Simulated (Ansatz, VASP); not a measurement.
## Two plane-wave programs on Sr

File INCAR:

```
  PREC = Accurate
  ENCUT = 520
  EDIFF = 1E-6
  ISMEAR = 0
  SIGMA = 0.15
  LREAL = False
  LASPH = True
  NELM = 100
  ALGO = Normal
  ISIF = 2
  LWAVE = False
  LCHARG = False
  NBANDS = 11
```

KPOINTS

```
regular mesh
0
Gamma
  14 14 14
```

The input POSCAR:

```
Sr
1.0
   -2.4977500000      2.4977500000      2.4977500000
    2.4977500000     -2.4977500000      2.4977500000
    2.4977500000      2.4977500000     -2.4977500000
Sr
1
Direct
    0.0000000000      0.0000000000      0.0000000000
```

Input for Ansatz:

```yaml
crystal:
  lattice:
    - [-2.49775, 2.49775, 2.49775]
    - [2.49775, -2.49775, 2.49775]
    - [2.49775, 2.49775, -2.49775]
  atoms:
    - { symbol: Sr, position: [0.0, 0.0, 0.0] }
basis:
  ecutwfc: 420
kpoints:
  mp_grid: { grid: [14, 14, 14] }
hamiltonian:
  xc: lda
scf:
  occupations: { method: gaussian, width: 0.15 }
output:
  forces: true
  stress: true
  eigenvalues: true
```

Change from the starting cell: strain +0.030 along x and y, +0.030 along z, atoms carried along.

Alike in both runs: task single point; functional LDA; k mesh 14 × 14 × 14; occupations gaussian, width 0.15 eV; no spin polarisation.

|  | VASP | Ansatz |
| --- | --- | --- |
| version | VASP 6.6.1 | Ansatz 0.2.0 |
| potentials or method | VASP PAW LDA potentials, release 64 (Sr_sv), cutoff 520 eV | scalar-relativistic, plane waves, PAW |
| valence electrons in the cell | 10 | 10 |

|  | VASP | Ansatz | Ansatz less VASP |
| --- | --- | --- | --- |
| gap on the k mesh at the Fermi level (eV) | none | none | - |
| pressure (GPa) | -2.3 | -2.3 | +0.01 |

LDA's correlation is that of Perdew and Zunger in VASP and of Perdew and Wang (1992) in Ansatz. A gap of «none» marks a metal or a gap that the smearing closes.
